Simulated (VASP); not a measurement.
# W in VASP: a series of runs, part 2 of 2

VASP 6.6.1. Earlier steps stand in the parts before.

### Step 4. Single point, LDA (volume scaled by 0.94)

Contents of INCAR:

```
PREC = Accurate
ENCUT = 520
EDIFF = 1E-6
ISMEAR = -1
SIGMA = 0.05
LREAL = F
LASPH = T
NELM = 100
ALGO = Normal
ISIF = 2
LWAVE = F
LCHARG = T
LELF = T
LVHAR = T
NBANDS = 13
```

Contents of KPOINTS:

```
regular mesh
0
Gamma
  14 14 14
```

Contents of POSCAR:

```
W
1.0
    0.0000000000      1.9885598007      1.9885598007
    1.9885598007      0.0000000000      1.9885598007
    1.9885598007      1.9885598007      0.0000000000
W
1
Direct
    0.0000000000      0.0000000000      0.0000000000
```

Potentials or basis: VASP PAW LDA potentials, release 64 (W_sv).

On the command line:

```console
> cat potpaw_LDA.64/W_sv/POTCAR > POTCAR
> mpirun -np 1 vasp_std > vasp.out
```

OUTCAR:

```text
PREC = Accurate
   ENCUT = 520
   EDIFF = 1E-6
   ISMEAR = -1
   LREAL = F
   LASPH = T
   NELM = 100
   ISIF = 2

 ion  position               nearest neighbor table
   1  0.000  0.000  0.000-

  LATTYP: Found a face centered cubic cell.
 ALAT       =     3.9771196014

  Lattice vectors:

 A1 = (   0.0000000000,   1.9885598007,   1.9885598007)
 A2 = (   1.9885598007,   0.0000000000,   1.9885598007)
 A3 = (   1.9885598007,   1.9885598007,   0.0000000000)

Analysis of symmetry for initial positions (statically):
=====================================================================
 Subroutine PRICEL returns:
 Original cell was already a primitive cell.

 Routine SETGRP: Setting up the symmetry group for a
 face centered cubic supercell.

 Subroutine GETGRP returns: Found 48 space group operations
 (whereof 48 operations were pure point group operations)
 out of a pool of 48 trial point group operations.

The static configuration has the point symmetry O_h .

Analysis of symmetry for dynamics (positions and initial velocities):
=====================================================================
 Subroutine PRICEL returns:
 Original cell was already a primitive cell.

 Routine SETGRP: Setting up the symmetry group for a
 face centered cubic supercell.

 Subroutine GETGRP returns: Found 48 space group operations
 (whereof 48 operations were pure point group operations)
 out of a pool of 48 trial point group operations.

The dynamic configuration has the point symmetry O_h .

 Subroutine INISYM returns: Found 48 space group operations
 (whereof 48 operations are pure point group operations),
 and found     1 'primitive' translations

----------------------------------------------------------------------------------------

                                     Primitive cell

  volume of cell :      15.7270

  direct lattice vectors                    reciprocal lattice vectors
     0.000000000  1.988559801  1.988559801    -0.251438252  0.251438252  0.251438252
     1.988559801  0.000000000  1.988559801     0.251438252 -0.251438252  0.251438252
     1.988559801  1.988559801  0.000000000     0.251438252  0.251438252 -0.251438252

  length of vectors
     2.812248240  2.812248240  2.812248240     0.435503827  0.435503827  0.435503827

  position of ions in fractional coordinates (direct lattice)
     0.000000000  0.000000000  0.000000000

  ion indices of the primitive-cell ions
   primitive index   ion index
                 1           1

----------------------------------------------------------------------------------------

 KPOINTS: regular mesh

Automatic generation of k-mesh.
 Grid dimensions read from file:
 generate k-points for:   14   14   14

 Generating k-lattice:

  Cartesian coordinates                     Fractional coordinates (reciprocal lattice)
    -0.017959875  0.017959875  0.017959875     0.071428571  0.000000000  0.000000000
     0.017959875 -0.017959875  0.017959875     0.000000000  0.071428571  0.000000000
     0.017959875  0.017959875 -0.017959875     0.000000000  0.000000000  0.071428571

  Length of vectors
     0.031107416  0.031107416  0.031107416

  Shift w.r.t. Gamma in fractional coordinates (k-lattice)
     0.000000000  0.000000000  0.000000000

 Subroutine IBZKPT returns following result:
 ===========================================

 Found    104 irreducible k-points:

 Following reciprocal coordinates:
            Coordinates               Weight
  0.000000  0.000000  0.000000      1.000000
  0.071429  0.000000  0.000000      8.000000
  0.142857  0.000000  0.000000      8.000000
  0.214286  0.000000  0.000000      8.000000
  0.285714  0.000000  0.000000      8.000000
  0.357143  0.000000  0.000000      8.000000
[... 16 lines left out ...]
  0.214286  0.142857  0.000000     24.000000
  0.285714  0.142857  0.000000     24.000000
 [... further k-points ...]
   k-points           NKPTS =    104   k-points in BZ     NKDIM =    104   number of bands    NBANDS=     13
   number of dos      NEDOS =    301   number of ions     NIONS =      1
   total plane-waves  NPLWV =  13824
   dimension x,y,z NGX =    24 NGY =   24 NGZ =   24
   dimension x,y,z NGXF=    48 NGYF=   48 NGZF=   48
   ions per type =               1
   NGX,Y,Z   is equivalent  to a cutoff of  14.19, 14.19, 14.19 a.u.
   NGXF,Y,Z  is equivalent  to a cutoff of  28.38, 28.38, 28.38 a.u.
 SYSTEM =  unknown system
   PREC   = accura    normal or accurate (medium, high low for compatibility)
   ISTART =      0    job   : 0-new  1-cont  2-samecut
   ICHARG =      2    charge: 1-file 2-atom 10-const
   ISPIN  =      1    spin polarized calculation?
   LNONCOLLINEAR =      F non collinear calculations
   LSORBIT =      F    spin-orbit coupling
   LASPH  =      T    aspherical Exc in radial PAW
   ENCUT  =  520.0 eV  38.22 Ry    6.18 a.u.   5.23  5.23  5.23*2*pi/ulx,y,z
   NELM   =    100;   NELMIN=  2; NELMDL= -5     # of ELM steps
   EDIFF  = 0.1E-05   stopping-criterion for ELM
   LREAL  =      F    real-space projection
[... 7 lines left out ...]
   TEBEG  =    0.0;   TEEND  =   0.0 temperature during run
   PSTRESS=    0.0 pullay stress
   NELECT =      14.0000    total number of electrons
   NUPDOWN=      -1.0000    fix difference up-down
   EMIN   =  10.00;   EMAX   =-10.00  energy-range for DOS
   EFERMI =   0.00;   METHOD = LEGACY
   ISMEAR =    -1;   SIGMA  =   0.05  broadening in eV -4-tet -1-fermi 0-gaus
   EFERMI_NEDOS =   21; number of points for ismear=-14 and -15
   IALGO  =     38    algorithm
   IMIX   =      4    mixing-type and parameters
     AMIX     =   0.40;   BMIX     =  1.00
     AMIX_MAG =   1.60;   BMIX_MAG =  1.00
  volume/ion in A,a.u.               =      15.73       106.13
  Fermi-wavevector in a.u.,A,eV,Ry     =   1.574837  2.976010 33.743953  2.480111
  Thomas-Fermi vector in A             =   2.675911
   LORBIT       =      0    0 simple, 1 ext, 2 COOP (PROOUT), +10 PAW based schemes
   GGA     = CA    functional components
   LHFCALC =     F    Hartree Fock is set to
   AEXX    =    0.0000 exact exchange contribution
   IVDW    =     0    specifies the selected vdW correction
   LEPSILON=     F    determine dielectric tensor
   LRPA    =     F    only Hartree local field effects (RPA)
 non-spin polarized calculation
  energy-cutoff  :      520.00
  volume of cell :       15.73
 maximum number of plane-waves:       444
 NGX is ok and might be reduce to    24
   NGX = 11   NGY = 11   NGZ = 11

 number of electron      13.9999999 magnetization

 Free energy of the ion-electron system (eV)
  ---------------------------------------------------
  ext. energy  EPLUGINS =         0.00000000
  ---------------------------------------------------
  free energy    TOTEN  =       -13.61639021 eV

  energy without entropy =      -13.60640965  energy(sigma->0) =      -13.61139993

 E-fermi :  10.9161     XC(G=0): -13.8630

 val. band max:       10.8861590554   @ k =  -0.1429   0.0714   0.0000
 cond. band min:      10.9218618537   @ k =   0.2143   0.1429   0.0714
 fundamental gap:      0.0357027983
 Fermi energy:        10.9161078695

 k-point     1 :       0.0000    0.0000    0.0000
  band No.  band energies     occupation
      1     -62.1980      2.00000
      2     -26.0145      2.00000
      3     -26.0145      2.00000
      4     -26.0145      2.00000
      5       1.8362      2.00000
      6      10.3130      1.99999
      7      10.3130      1.99999
      8      10.3130      1.99999
      9      13.5972      0.00000
     10      13.5972      0.00000
     11      23.8783      0.00000
     12      29.2422      0.00000
     13      29.2422      0.00000

 k-point     2 :       0.0714    0.0000    0.0000
  band No.  band energies     occupation
      1     -62.1915      2.00000
      2     -26.0865      2.00000
      3     -26.0236      2.00000
      4     -26.0236      2.00000
      5       2.0728      2.00000
      6      10.1338      2.00000
      7      10.4228      1.99990
      8      10.4228      1.99990
      9      13.4950      0.00000
     10      13.4950      0.00000
     11      24.3498      0.00000
[... 339 lines left out ...]
 k-point    24 :       0.2857    0.1429    0.0000
  band No.  band energies     occupation
      1     -62.1193      2.00000
      2     -26.7026      2.00000
      3     -26.1996      2.00000
      4     -26.1861      2.00000
      5       4.6703      2.00000
      6       8.5161      2.00000
      7      10.5041      1.99947
      8      11.5445      0.00001
      9      13.0083      0.00000
     10      14.7219      0.00000
     11      25.9236      0.00000
     12      29.0687      0.00000
     13      31.4221      0.00000

 [... further k-points ...]

------------------------ aborting loop because EDIFF is reached ----------------------------------------

  FORCE on cell =-STRESS in cart. coord.  units (eV):
  Direction    XX          YY          ZZ          XY          YZ          ZX
  --------------------------------------------------------------------------------------
  -------------------------------------------------------------------------------------
  Total        0.0983031      0.0983031      0.0983031     -0.0000000      0.0000000     -0.0000000
  in kB       10.0145563     10.0145563     10.0145563     -0.0000000      0.0000000     -0.0000000
  external PRESSURE =      10.0145563 kB  Pullay stress =       0.0000000 kB

 VOLUME and BASIS-vectors are now :
 -----------------------------------------------------------------------------
  energy-cutoff  :      520.00
  volume of cell :       15.73
      direct lattice vectors                 reciprocal lattice vectors
     0.000000000  1.988559801  1.988559801    -0.251438252  0.251438252  0.251438252
     1.988559801  0.000000000  1.988559801     0.251438252 -0.251438252  0.251438252
     1.988559801  1.988559801  0.000000000     0.251438252  0.251438252 -0.251438252

 POSITION                                       TOTAL-FORCE (eV/Angst)
 -----------------------------------------------------------------------------------
      0.00000      0.00000      0.00000         0.000000      0.000000      0.000000
 -----------------------------------------------------------------------------------
    total drift:                               -0.000000      0.000000      0.000000

  FREE ENERGIE OF THE ION-ELECTRON SYSTEM (eV)
  ---------------------------------------------------
  free  energy   TOTEN  =       -13.6163902145 eV

  energy  without entropy=      -13.6064096520  energy(sigma->0) =      -13.61139993
```

stdout:

```text
POSCAR found type information on POSCAR W
 POSCAR found :  1 types and       1 ions
 scaLAPACK will be used
 LDA part: xc-table for (Slater(with rela. corr.)+CA(PZ))
 , standard interpolation
 POSCAR, INCAR and KPOINTS ok, starting setup
 FFT: planning ... GRIDC
 FFT: planning ... GRID_SOFT
 FFT: planning ... GRID
 WAVECAR not read
 entering main loop
```

Wall time 9.2 s (1 thread of Intel Xeon 6975P-C, shared host); peak memory 0.14 GiB.

Results:

* Free energy: -13.6164 eV
* Pressure: 1.0 GPa
* Band gap on the k mesh: zero (band 7 reaches 14.40 eV, above the bottom of band 8 at 10.31 eV)

Caveat: spin-orbit coupling is left out, which moves the levels of the heavy elements.

### Step 5. Single point, LDA (volume scaled by 0.98)

Contents of INCAR:

```
SYSTEM = W
  PREC = Accurate
  ENCUT = 520
  EDIFF = 1E-6
  ISMEAR = -1
  SIGMA = 0.05
  LREAL = .False.
  LASPH = .True.
  NELM = 80
  ALGO = Normal
  ISIF = 2
  LWAVE = .False.
  LCHARG = .False.
  NBANDS = 13
```

Contents of KPOINTS:

```
Automatic mesh
0
Gamma
  14 14 14
  0 0 0
```

Contents of POSCAR:

```
W
1.0
    0.0000000000      2.0163754284      2.0163754284
    2.0163754284      0.0000000000      2.0163754284
    2.0163754284      2.0163754284      0.0000000000
W
1
Direct
    0.0000000000      0.0000000000      0.0000000000
```

On the command line:

```console
> cat potpaw_LDA.64/W_sv/POTCAR > POTCAR
> mpirun -np 1 vasp_std > vasp.out
```

It took 8.4 s on 1 thread of Intel Xeon 6975P-C, shared host; peak memory 0.15 GiB.

Results (log left out):

```
Free energy            : -13.5947 eV
Pressure               : -11.2 GPa
Band gap on the k mesh : zero (band 7 reaches 13.56 eV, above the bottom of band 8 at 9.78 eV)
```

Levels at points of the mesh, in eV from the Fermi level:
```tsv
k point	band 3	band 4	band 5	band 6	band 7	band 8	band 9	band 10	band 11	band 12
(0.00, 0.00, 0.00)	-37.07	-37.07	-8.87	-0.55	-0.55	-0.55	2.54	2.54	12.91	18.06
(0.50, 0.00, 0.00)	-37.23	-37.23	-5.55	-0.79	-0.79	0.82	5.04	5.04	10.33	12.55
(0.50, 0.50, 0.00)	-37.49	-37.49	-5.45	-4.49	3.23	4.98	5.79	5.79	11.85	11.85
```

Caveat: spin-orbit coupling is left out, which moves the levels of the heavy elements.

### Step 6. Single point, LDA (volume scaled by 0.96)

Contents of INCAR:

```
SYSTEM = W
PREC = Accurate
ENCUT = 520
EDIFF = 1E-6
ISMEAR = -1
SIGMA = 0.05
LREAL = .False.
LASPH = .True.
NELM = 60
ALGO = Normal
ISIF = 2
LWAVE = .False.
LCHARG = .False.
GGA = CA
NBANDS = 13
```

KPOINTS is that of step 5.

Contents of POSCAR:

```
W
1.0
    0.0000000000      2.0025642044      2.0025642044
    2.0025642044      0.0000000000      2.0025642044
    2.0025642044      2.0025642044      0.0000000000
W
1
Direct
    0.0000000000      0.0000000000      0.0000000000
```

Potentials or basis: VASP PAW LDA potentials, release 64 (W_sv).

On the command line:

```console
> cat potpaw_LDA.64/W_sv/POTCAR > POTCAR
> mpirun -np 1 vasp_std > vasp.out
```

Run time: 9.2 s. Hardware: 1 thread of Intel Xeon 6975P-C, shared host; peak memory 0.14 GiB.

Results (log left out):

- Free energy: -13.6119 eV
- Pressure: -5.4 GPa
- Band gap on the k mesh: zero (band 7 reaches 13.97 eV, above the bottom of band 8 at 10.04 eV)

Levels at points of the mesh, in eV from the Fermi level:
```
           k point  band 3  band 4  band 5  band 6  band 7  band 8  band 9  band 10  band 11  band 12
(0.00, 0.00, 0.00)  -37.00  -37.00   -8.98   -0.58   -0.58   -0.58    2.61     2.61    12.94    18.19
(0.50, 0.00, 0.00)  -37.17  -37.17   -5.65   -0.82   -0.82    0.89    5.19     5.19    10.65    12.58
(0.50, 0.50, 0.00)  -37.45  -37.45   -5.60   -4.62    3.35    5.13    5.96     5.96    12.03    12.03
```

Caveat: spin-orbit coupling is left out, which moves the levels of the heavy elements.

### Step 7. The runs side by side

| cell | gap on the mesh (eV) | pressure (GPa) |
| --- | --- | --- |
| a = 2.900, b = 2.900, c = 2.871 Å, angles 60.3, 60.3, 59.3°, 1 atom | none | -21.0 |
| a = 2.885 Å, angles 59.3°, 1 atom | none | -16.3 |
| a = 2.812 Å, angles 60.0°, 1 atom | none | 1.0 |
| a = 2.852 Å, angles 60.0°, 1 atom | none | -11.2 |
| a = 2.832 Å, angles 60.0°, 1 atom | none | -5.4 |

Alike in all rows: task single point; level LDA; potentials or basis VASP PAW LDA potentials, release 64 (W_sv); no spin polarisation; k mesh 14 × 14 × 14; cutoff (eV) 520; smearing fermi-dirac 0.05 eV.

Caveats: spin-orbit coupling is left out, which moves the levels of the heavy elements.

Total energies depend on the potentials used, so only differences within one code and one set of settings carry meaning.
